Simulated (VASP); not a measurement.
**Be3Sb: single point with PBE**

The system is Be3Sb.

```
CELL_PARAMETERS angstrom
3.67685 0.00000 0.00000
-1.83843 3.18425 0.00000
0.00000 0.00000 4.96012
ATOMIC_POSITIONS crystal
Be 0.00000 0.66273 0.02659
Be 0.66273 0.00000 0.02659
Be 0.33727 0.33727 0.02659
Sb 0.00000 0.00000 0.52517
```

* Program: VASP 6.6.1
* Task: single point
* Functional: PBE
* Potentials or basis: VASP PAW PBE potentials, release 64 (Be, Sb)
* Cutoff: 520 eV
* k mesh: 6 × 6 × 4
* Occupations: gaussian, width 0.1 eV
* Spin: no spin polarisation
* Dipole correction: no
* Further INCAR settings: ALGO = Normal; EDIFF = 1e-06; NBANDS = 14

* Pressure: 0.2 GPa
* Largest force: 0.024 eV/Å

Forces on the atoms (eV/Å):
```
Be   0.005 -0.008 -0.008
Be  -0.009  0.000 -0.008
Be   0.005  0.008 -0.008
Sb   0.000  0.000  0.024
```

Levels at points of the mesh, in eV from the Fermi level:
```
           k point  band 3  band 4  band 5  band 6  band 7  band 8
(0.00, 0.00, 0.00)   -4.96    1.05    1.05    1.50    2.01    3.68
(0.50, 0.00, 0.00)   -3.02   -2.65   -1.82   -1.14    0.54    0.63
(0.00, 0.00, 0.50)    0.86    1.32    1.89    1.89    2.11    2.42
(0.50, 0.00, 0.50)   -4.76   -4.29   -1.75    0.53    3.29    3.79
```

Run time: 19 s on 1 thread of Intel(R) Xeon(R) Platinum 8488C (Sapphire Rapids) (shared host), peak memory 0.18 GiB.

Caveat: spin-orbit coupling is left out, which moves the levels of the heavy elements.
